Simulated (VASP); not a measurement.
# Cu (Cmcm) in VASP: notebook

Cu is run at these levels: LDA; tasks: single point.

All numbers are computed with VASP 6.6.1; they aren't measurements. Logs are shortened: lines on timing, memory, paths and dates and some standing lists are left out, and cuts for length are marked.

## 1. The cell of the first run

Symmetry: Cmcm, No. 63, orthorhombic system. The conventional cell has a = 2.437 Å, b = 7.953 Å, c = 2.475 Å, α = 90.00°, β = 90.00°, γ = 90.00°. Within 3.2 Å of Cu (site symmetry m2m) lie 10 Cu at 2.44 to 2.54 Å.

## 2. Single point, LDA

The input, INCAR:

```
SYSTEM = Cu
  ALGO = Normal
  EDIFF = 1E-6
  ENCUT = 600
  GGA = CA
  GGA_COMPAT = .FALSE.
  ISIF = 2
  ISMEAR = 1
  LASPH = .TRUE.
  LCHARG = .TRUE.
  LELF = .TRUE.
  LREAL = .FALSE.
  LVHAR = .TRUE.
  LWAVE = .FALSE.
  NBANDS = 18
  NELM = 120
  PREC = Accurate
  SIGMA = 0.1
```

The input, KPOINTS:

```
k-points
0
G
  13 13 12
  0 0 0
```

The input, POSCAR:

```
Cu
1.0
    4.1588740000      0.0000000000      0.0000000000
   -3.4449051002      2.3299918022      0.0000000000
    0.0000000000      0.0000000000      2.4754960000
Cu
2
Direct
    0.1338670000      0.8661330000      0.2500000000
    0.8661330000      0.1338670000      0.7500000000
```

Potentials or basis: VASP PAW LDA potentials, release 64 (Cu).

Command:

```sh
$ cat potpaw_LDA.64/Cu/POTCAR > POTCAR
$ mpirun -np 1 vasp_std > vasp.out
```

OUTCAR:

```text
SYSTEM = Cu
   EDIFF = 1E-6
   ENCUT = 600
   GGA = CA
   ISIF = 2
   ISMEAR = 1
   LASPH = .TRUE.
   LREAL = .FALSE.
   NELM = 120
   PREC = Accurate

 ion  position               nearest neighbor table
   1  0.134  0.866  0.250-   2 2.46   2 2.46   2 2.54   2 2.54   2 2.54   2 2.54
   2  0.866  0.134  0.750-   1 2.46   1 2.46   1 2.54   1 2.54   1 2.54   1 2.54

  LATTYP: Found a base centered orthorhombic cell.
 ALAT       =     2.4369270379
 B/A-ratio  =     3.2634359885
 C/A-ratio  =     1.0158268842

  Lattice vectors:

 A1 = (   4.1588740000,   0.0000000000,   0.0000000000)
 A2 = (  -3.4449051002,   2.3299918022,   0.0000000000)
 A3 = (   0.0000000000,   0.0000000000,   2.4754960000)

Analysis of symmetry for initial positions (statically):
=====================================================================
 Subroutine PRICEL returns:
 Original cell was already a primitive cell.

 Routine SETGRP: Setting up the symmetry group for a
 base centered orthorhombic supercell.

 Subroutine GETGRP returns: Found  8 space group operations
 (whereof  4 operations were pure point group operations)
 out of a pool of  8 trial point group operations.

The static configuration has the point symmetry C_2h.
 The point group associated with its full space group is D_2h.

Analysis of symmetry for dynamics (positions and initial velocities):
=====================================================================
 Subroutine PRICEL returns:
 Original cell was already a primitive cell.

 Routine SETGRP: Setting up the symmetry group for a
 base centered orthorhombic supercell.

 Subroutine GETGRP returns: Found  8 space group operations
 (whereof  4 operations were pure point group operations)
 out of a pool of  8 trial point group operations.

The dynamic configuration has the point symmetry C_2h.
 The point group associated with its full space group is D_2h.

 Subroutine INISYM returns: Found  8 space group operations
 (whereof  4 operations are pure point group operations),
 and found     1 'primitive' translations

----------------------------------------------------------------------------------------

                                     Primitive cell

  volume of cell :      23.9879

  direct lattice vectors                    reciprocal lattice vectors
     4.158874000  0.000000000  0.000000000     0.240449699  0.355506141  0.000000000
    -3.444905100  2.329991802  0.000000000     0.000000000  0.429186059  0.000000000
     0.000000000  0.000000000  2.475496000     0.000000000  0.000000000  0.403959449

  length of vectors
     4.158874000  4.158874000  2.475496000     0.429186059  0.429186059  0.403959449

  position of ions in fractional coordinates (direct lattice)
     0.133867000  0.866133000  0.250000000
     0.866133000  0.133867000  0.750000000

  ion indices of the primitive-cell ions
   primitive index   ion index
                 1           1
                 2           2

----------------------------------------------------------------------------------------

 KPOINTS: k-points

Automatic generation of k-mesh.
 Grid dimensions read from file:
 generate k-points for:   13   13   12

 Generating k-lattice:

  Cartesian coordinates                     Fractional coordinates (reciprocal lattice)
     0.018496131  0.027346626  0.000000000     0.076923077  0.000000000  0.000000000
     0.000000000  0.033014312  0.000000000     0.000000000  0.076923077  0.000000000
     0.000000000  0.000000000  0.033663287     0.000000000  0.000000000  0.083333333

  Length of vectors
     0.033014312  0.033014312  0.033663287

  Shift w.r.t. Gamma in fractional coordinates (k-lattice)
     0.000000000  0.000000000  0.000000000

 Subroutine IBZKPT returns following result:
 ===========================================

 Found    343 irreducible k-points:

 Following reciprocal coordinates:
            Coordinates               Weight
  0.000000  0.000000  0.000000      1.000000
  0.076923  0.000000  0.000000      4.000000
  0.153846  0.000000  0.000000      4.000000
  0.230769  0.000000  0.000000      4.000000
  0.307692  0.000000  0.000000      4.000000
  0.384615 -0.000000  0.000000      4.000000
[... 16 lines left out ...]
  0.384615  0.153846  0.000000      4.000000
  0.461538  0.153846  0.000000      4.000000
 [... further k-points ...]
   k-points           NKPTS =    343   k-points in BZ     NKDIM =    343   number of bands    NBANDS=     18
   number of dos      NEDOS =    301   number of ions     NIONS =      2
   total plane-waves  NPLWV =  25920
   dimension x,y,z NGX =    36 NGY =   36 NGZ =   20
   dimension x,y,z NGXF=    72 NGYF=   72 NGZF=   40
   ions per type =               2
   NGX,Y,Z   is equivalent  to a cutoff of  14.39, 14.39, 13.43 a.u.
   NGXF,Y,Z  is equivalent  to a cutoff of  28.78, 28.78, 26.86 a.u.
 SYSTEM =  Cu
   PREC   = accura    normal or accurate (medium, high low for compatibility)
   ISTART =      0    job   : 0-new  1-cont  2-samecut
   ICHARG =      2    charge: 1-file 2-atom 10-const
   ISPIN  =      1    spin polarized calculation?
   LNONCOLLINEAR =      F non collinear calculations
   LSORBIT =      F    spin-orbit coupling
   LASPH  =      T    aspherical Exc in radial PAW
   ENCUT  =  600.0 eV  44.10 Ry    6.64 a.u.   8.31  8.31  4.94*2*pi/ulx,y,z
   NELM   =    120;   NELMIN=  2; NELMDL= -5     # of ELM steps
   EDIFF  = 0.1E-05   stopping-criterion for ELM
   LREAL  =      F    real-space projection
   EDIFFG = 0.1E-04   stopping-criterion for IOM
   NSW    =      0    number of steps for IOM
   IBRION =     -1    ionic relax: 0-MD 1-quasi-New 2-CG
   NFREE  =      0    steps in history (QN), initial steepest desc. (CG)
   ISIF   =      2    stress and relaxation
   ISYM   =      2    0-nonsym 1-usesym 2-fastsym
   POTIM  = 0.5000    time-step for ionic-motion
   TEBEG  =    0.0;   TEEND  =   0.0 temperature during run
   PSTRESS=    0.0 pullay stress
   NELECT =      22.0000    total number of electrons
   NUPDOWN=      -1.0000    fix difference up-down
   EMIN   =  10.00;   EMAX   =-10.00  energy-range for DOS
   EFERMI =   0.00;   METHOD = LEGACY
   ISMEAR =     1;   SIGMA  =   0.10  broadening in eV -4-tet -1-fermi 0-gaus
   EFERMI_NEDOS =   21; number of points for ismear=-14 and -15
   IALGO  =     38    algorithm
   IMIX   =      4    mixing-type and parameters
     AMIX     =   0.40;   BMIX     =  1.00
     AMIX_MAG =   1.60;   BMIX_MAG =  1.00
  volume/ion in A,a.u.               =      11.99        80.94
  Fermi-wavevector in a.u.,A,eV,Ry     =   1.590566  3.005733 34.421366  2.529899
  Thomas-Fermi vector in A             =   2.689241
   LORBIT       =      0    0 simple, 1 ext, 2 COOP (PROOUT), +10 PAW based schemes
   GGA     = CA    functional components
   LHFCALC =     F    Hartree Fock is set to
   AEXX    =    0.0000 exact exchange contribution
   IVDW    =     0    specifies the selected vdW correction
   LEPSILON=     F    determine dielectric tensor
   LRPA    =     F    only Hartree local field effects (RPA)
 non-spin polarized calculation
 Methfessel and Paxton  Order N= 1 SIGMA  =   0.10
  energy-cutoff  :      600.00
  volume of cell :       23.99
 maximum number of plane-waves:       814
 NGX is ok and might be reduce to    36
   NGX = 17   NGY = 17   NGZ =  9

 number of electron      22.0000013 magnetization

 Free energy of the ion-electron system (eV)
  ---------------------------------------------------
  ext. energy  EPLUGINS =         0.00000000
  ---------------------------------------------------
  free energy    TOTEN  =        -9.07370815 eV

  energy without entropy =       -9.07358966  energy(sigma->0) =       -9.07366865

 E-fermi :   7.1278     XC(G=0): -12.9745

 val. band max:        7.1161033034   @ k =   0.0000   0.0000   0.5000
 cond. band min:       7.1329610280   @ k =  -0.2308   0.1538   0.5000
 fundamental gap:      0.0168577246
 Fermi energy:         7.1278260679

 k-point     1 :       0.0000    0.0000    0.0000
  band No.  band energies     occupation
      1      -2.0922      2.00000
      2       2.1478      2.00000
      3       2.8853      2.00000
      4       3.3630      2.00000
      5       4.0772      2.00000
      6       4.3452      2.00000
[... 10 lines left out ...]
     17      26.7762      0.00000
     18      28.7582      0.00000

 k-point     2 :       0.0769    0.0000    0.0000
  band No.  band energies     occupation
      1      -1.9215      2.00000
      2       2.2119      2.00000
      3       2.9506      2.00000
      4       3.4222      2.00000
      5       4.0967      2.00000
      6       4.3395      2.00000
[... 10 lines left out ...]
     17      27.3280      0.00000
     18      30.5056      0.00000

 k-point     3 :       0.1538    0.0000    0.0000
  band No.  band energies     occupation
      1      -1.4196      2.00000
      2       2.3761      2.00000
      3       3.1309      2.00000
      4       3.5855      2.00000
      5       4.1499      2.00000
      6       4.2002      2.00000
[... 10 lines left out ...]
     17      27.6183      0.00000
     18      30.9274      0.00000

 k-point     4 :       0.2308    0.0000    0.0000
  band No.  band energies     occupation
      1      -0.6236      2.00000
      2       2.5699      2.00000
      3       3.3580      2.00000
      4       3.5801      2.00000
      5       4.0204      2.00000
      6       4.2202      2.00000
[... 10 lines left out ...]
     17      27.9293      0.00000
     18      31.2049      0.00000

 k-point     5 :       0.3077    0.0000    0.0000
  band No.  band energies     occupation
      1       0.3764      2.00000
      2       2.6873      2.00000
      3       3.3157      2.00000
      4       3.5676      2.00000
      5       4.1194      2.00000
      6       4.2810      2.00000
[... 10 lines left out ...]
     17      28.2582      0.00000
     18      29.1515      0.00000

 k-point     6 :       0.3846   -0.0000    0.0000
  band No.  band energies     occupation
      1       1.3639      2.00000
      2       2.6244      2.00000
      3       3.2842      2.00000
      4       3.7954      2.00000
      5       4.1097      2.00000
      6       4.3119      2.00000
[... 10 lines left out ...]
     17      27.0155      0.00000
     18      28.9635      0.00000

 k-point     7 :       0.4615   -0.0000    0.0000
  band No.  band energies     occupation
      1       1.9715      2.00000
      2       2.5103      2.00000
      3       3.3495      2.00000
      4       3.9844      2.00000
      5       4.2215      2.00000
      6       4.3247      2.00000
[... 10 lines left out ...]
     17      28.7661      0.00000
     18      29.4387      0.00000

 k-point     8 :       0.0769    0.0769    0.0000
  band No.  band energies     occupation
      1      -1.4768      2.00000
      2       2.3829      2.00000
      3       3.1619      2.00000
      4       3.5553      2.00000
      5       4.1320      2.00000
      6       4.2687      2.00000
[... 10 lines left out ...]
     17      27.5938      0.00000
     18      31.1412      0.00000
[... 229 lines left out ...]
     17      26.9922      0.00000
     18      28.6971      0.00000

 k-point    20 :       0.1538    0.1538    0.0000
  band No.  band energies     occupation
      1       0.1894      2.00000
      2       2.7740      2.00000
      3       3.2638      2.00000
      4       3.5716      2.00000
      5       4.1623      2.00000
      6       4.2288      2.00000
[... 10 lines left out ...]
     17      28.2437      0.00000
     18      32.0818      0.00000

 k-point    21 :       0.2308    0.1538    0.0000
  band No.  band energies     occupation
      1       1.1744      2.00000
      2       2.8512      2.00000
      3       3.0913      2.00000
      4       3.5741      2.00000
      5       4.1598      2.00000
      6       4.2456      2.00000
[... 10 lines left out ...]
     17      28.6792      0.00000
     18      29.4781      0.00000

 k-point    22 :       0.3077    0.1538    0.0000
  band No.  band energies     occupation
      1       1.8690      2.00000
      2       2.7270      2.00000
      3       3.2108      2.00000
      4       3.6517      2.00000
      5       4.0905      2.00000
      6       4.2509      2.00000
[... 10 lines left out ...]
     17      28.3767      0.00000
     18      29.2951      0.00000

 k-point    23 :       0.3846    0.1538    0.0000
  band No.  band energies     occupation
      1       2.0590      2.00000
      2       2.5126      2.00000
      3       3.4090      2.00000
      4       3.8378      2.00000
      5       4.0008      2.00000
      6       4.2845      2.00000
[... 10 lines left out ...]
     17      29.4610      0.00000
     18      29.5945      0.00000

 k-point    24 :       0.4615    0.1538    0.0000
  band No.  band energies     occupation
      1       1.7319      2.00000
      2       2.4058      2.00000
      3       3.4608      2.00000
      4       3.8507      2.00000
      5       3.9530      2.00000
      6       4.3564      2.00000
[... 10 lines left out ...]
     17      27.9393      0.00000
     18      29.0791      0.00000

 [... further k-points ...]

------------------------ aborting loop because EDIFF is reached ----------------------------------------

  FORCE on cell =-STRESS in cart. coord.  units (eV):
  Direction    XX          YY          ZZ          XY          YZ          ZX
  --------------------------------------------------------------------------------------
  -------------------------------------------------------------------------------------
  Total       -1.0776277     -0.9645321     -0.9948572      0.0382466      0.0000000     -0.0000000
  in kB      -71.9758720    -64.4221008    -66.4475450      2.5545297      0.0000000     -0.0000000
  external PRESSURE =     -67.6151726 kB  Pullay stress =       0.0000000 kB

 VOLUME and BASIS-vectors are now :
 -----------------------------------------------------------------------------
  energy-cutoff  :      600.00
  volume of cell :       23.99
      direct lattice vectors                 reciprocal lattice vectors
     4.158874000  0.000000000  0.000000000     0.240449699  0.355506141  0.000000000
    -3.444905100  2.329991802  0.000000000     0.000000000  0.429186059  0.000000000
     0.000000000  0.000000000  2.475496000     0.000000000  0.000000000  0.403959449

 POSITION                                       TOTAL-FORCE (eV/Angst)
 -----------------------------------------------------------------------------------
     -2.42701      2.01808      0.61887         0.046975     -0.014394      0.000000
      3.14098      0.31191      1.85662        -0.046975      0.014394      0.000000
 -----------------------------------------------------------------------------------
    total drift:                                0.000000      0.000000      0.000000

  FREE ENERGIE OF THE ION-ELECTRON SYSTEM (eV)
  ---------------------------------------------------
  free  energy   TOTEN  =        -9.0737081468 eV

  energy  without entropy=       -9.0735896568  energy(sigma->0) =       -9.07366865
```

It took 4.4 min on 1 thread of Intel Xeon 8259CL, shared host; peak memory 0.27 GiB.

Results:

| Quantity | Value |
| --- | --- |
| Free energy | -9.0737 eV |
| Pressure | -6.8 GPa |
| Largest force | 0.049 eV/Å |
| Band gap on the k mesh | zero (bands 11 and 12 overlap by 5.63 eV) |

Forces on the atoms (eV/Å):
```
Cu   0.047 -0.014  0.000
Cu  -0.047  0.014  0.000
```

Stress tensor (GPa, compression positive):
```
-7.20  0.26  0.00
 0.26 -6.44  0.00
 0.00  0.00 -6.64
```

Levels at points of the mesh, in eV from the Fermi level:
```tsv
k point	band 9	band 10	band 11	band 12	band 13	band 14
(0.00, 0.00, 0.00)	-1.85	-1.71	-1.46	-0.02	4.79	14.70
(0.00, 0.00, 0.50)	-1.73	-1.73	-0.01	-0.01	8.20	8.20
```

Caveat: the cell stands under tension.

## 3. Single point, LDA

The input, INCAR:

```
PREC = Accurate
ENCUT = 600
EDIFF = 1E-6
ISMEAR = 1
SIGMA = 0.1
LREAL = F
LASPH = T
NELM = 120
ALGO = Normal
ISIF = 2
LWAVE = F
LCHARG = F
NBANDS = 18
GGA_COMPAT = F
```

The input, KPOINTS:

```
regular mesh
0
Gamma
  13 13 12
```

POSCAR is that of step 2.

Potentials or basis: VASP PAW LDA potentials, release 64 (Cu).

Command:

```sh
$ cat potpaw_LDA.64/Cu/POTCAR > POTCAR
$ mpirun -np 1 vasp_std > vasp.out
```

Run time: 4 min. Hardware: 1 thread of Intel Xeon 8259CL, shared host; peak memory 0.26 GiB.

It converged, with:

```
Free energy            : -9.0737 eV
Pressure               : -6.8 GPa
Largest force          : 0.049 eV/Å
Band gap on the k mesh : zero (bands 11 and 12 overlap by 5.63 eV)
```

Forces in eV/Å, atoms in the order of the input:
```
Cu   0.047 -0.014  0.000
Cu  -0.047  0.014  0.000
```

Stress tensor (GPa, compression positive):
```
-7.20  0.26  0.00
 0.26 -6.44  0.00
 0.00  0.00 -6.64
```

Levels at points of the mesh, in eV from the Fermi level:
| k point | band 8 | band 9 | band 10 | band 11 | band 12 | band 13 | band 14 | band 15 |
| --- | --- | --- | --- | --- | --- | --- | --- | --- |
| (0.00, 0.00, 0.00) | -2.04 | -1.85 | -1.71 | -1.46 | -0.02 | 4.79 | 14.70 | 18.34 |
| (0.00, 0.00, 0.50) | -2.74 | -1.73 | -1.73 | -0.01 | -0.01 | 8.20 | 8.20 | 9.42 |

Caveat: the cell stands under tension.
